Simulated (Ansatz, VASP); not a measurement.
# Cl3F in VASP and in Ansatz

The input INCAR:

```
  ALGO = Normal
  EDIFF = 1E-7
  ENCUT = 520
  GGA = PE
  ISIF = 2
  ISMEAR = 0
  IVDW = 12
  LASPH = True
  LCHARG = False
  LREAL = False
  LWAVE = False
  NBANDS = 38
  NELM = 100
  PREC = Accurate
  SIGMA = 0.02
```

The input KPOINTS:

```
k-points
0
Gamma
  8 6 4
```

Contents of POSCAR:

```
Cl3F
1.0
    0.0000000000      4.0633153595      0.0556619810
   -6.4980399463      0.0000000000      0.0000000000
    0.0000000000      0.1101048779      7.8129205503
F Cl
2 6
Direct
    0.9072858405      0.0000000000      0.0813884260
    0.0927141595      1.0000000000      0.9186115740
    0.3638003817      0.5000000000      0.1117022827
    0.4150121555      1.0000000000      0.3812002518
    0.8688825937      0.5000000000      0.3909432514
    0.6361996183      0.5000000000      0.8882977173
    0.5849878445      0.0000000000      0.6187997482
    0.1311174063      0.5000000000      0.6090567486
```

Input for Ansatz:

```yaml
crystal:
  lattice:
    - [0.0, 4.0633153595, 0.055661981]
    - [-6.4980399463, 0.0, 0.0]
    - [0.0, 0.1101048779, 7.8129205503]
  atoms:
    - { symbol: F, position: [0.9072858405, 0.0, 0.081388426] }
    - { symbol: Cl, position: [0.3638003817, 0.5, 0.1117022827] }
    - { symbol: Cl, position: [0.4150121555, 1.0, 0.3812002518] }
    - { symbol: Cl, position: [0.8688825937, 0.5, 0.3909432514] }
    - { symbol: F, position: [0.0927141595, 1.0, 0.918611574] }
    - { symbol: Cl, position: [0.6361996183, 0.5, 0.8882977173] }
    - { symbol: Cl, position: [0.5849878445, 0.0, 0.6187997482] }
    - { symbol: Cl, position: [0.1311174063, 0.5, 0.6090567486] }
basis:
  ecutwfc: 420
kpoints:
  mp_grid: { grid: [8, 6, 4] }
  band_path: { path: [VBM, CBM], npoints: 2 }
hamiltonian:
  xc: pbe
  dispersion: d3bj
scf:
  occupations: { method: gaussian, width: 0.02 }
output:
  forces: true
  stress: true
  eigenvalues: true
checkpoint:
  read: start.run
  write: ck
  compress: false
  write_wavefunctions: false
  write_every: 100000
```

Alike in both runs: task single point; functional PBE; dispersion D3(BJ); k mesh 8 × 6 × 4; occupations gaussian, width 0.02 eV; no spin polarisation.

|  | VASP | Ansatz |
| --- | --- | --- |
| version | VASP 6.6.1 | Ansatz 0.2.0 |
| potentials or method | VASP PAW PBE potentials, release 64 (F, Cl), cutoff 520 eV | scalar-relativistic, plane waves, PAW |
| valence electrons in the cell | 56 | 56 |

```tsv
	VASP	Ansatz	Ansatz less VASP
gap on the k mesh at the Fermi level (eV)	0.76	0.79	+0.030
least direct gap on the mesh (eV)	0.82	0.85	+0.028
pressure (GPa)	-0.3	0.0	+0.27
rms of the force components (eV/Å)	0.128	0.000	-0.1276
```

One of these differences is far larger than is usual between the two programs; its cause wasn't traced.
